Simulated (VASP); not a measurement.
Input of a VASP 6.6.1 run:

INCAR

```
SYSTEM = Si2Se
PREC = Accurate
ENCUT = 500
EDIFF = 1E-6
ISMEAR = 0
SIGMA = 0.02
LREAL = .FALSE.
LASPH = .TRUE.
NELM = 120
ALGO = Normal
ISIF = 2
LWAVE = .FALSE.
LCHARG = .TRUE.
GGA = PE
LELF = .TRUE.
LVHAR = .TRUE.
NBANDS = 23
GGA_COMPAT = .FALSE.
```

File KPOINTS:

```
regular mesh
0
G
  10 10 6
  0 0 0
```

Contents of POSCAR:

```
Si2Se
1.0
    6.6097220528     -1.8044088871     -0.0115313425
    6.6097220528      1.8044088871     -0.0115313425
   -0.6397630811      0.0000000000      6.9663682785
Si Se
4 2
Direct
    0.1634733203      0.1634733203      0.9692382866
    0.0027092974      0.0027092974      0.7856391830
    0.3379133633      0.3379133633      0.8787026410
    0.4300346218      0.4300346218      0.6017169931
    0.9078942877      0.9078942877      0.0810093683
    0.6563906066      0.6563906066      0.1836935280
```

Potentials or basis: VASP PAW PBE potentials, release 64 (Si, Se).

Command:

```sh
$ cat potpaw_PBE.64/Si/POTCAR potpaw_PBE.64/Se/POTCAR > POTCAR
$ mpirun -np 1 vasp_std > vasp.out
```

Problem. Estimate the band gap on the k mesh.

Solution. 0.51 eV (least direct gap 0.53 eV).

Problem. Estimate the largest force.

Solution. 0.020 eV/Å.

Problem. Predict the pressure.

Solution. 0.0 GPa.

Forces on the atoms (eV/Å):
```
Si   0.001  0.000 -0.020
Si   0.005  0.000 -0.011
Si  -0.012  0.000 -0.012
Si   0.002  0.000  0.014
Se   0.008  0.000  0.010
Se  -0.003  0.000  0.019
```

A k mesh can miss the band edges.
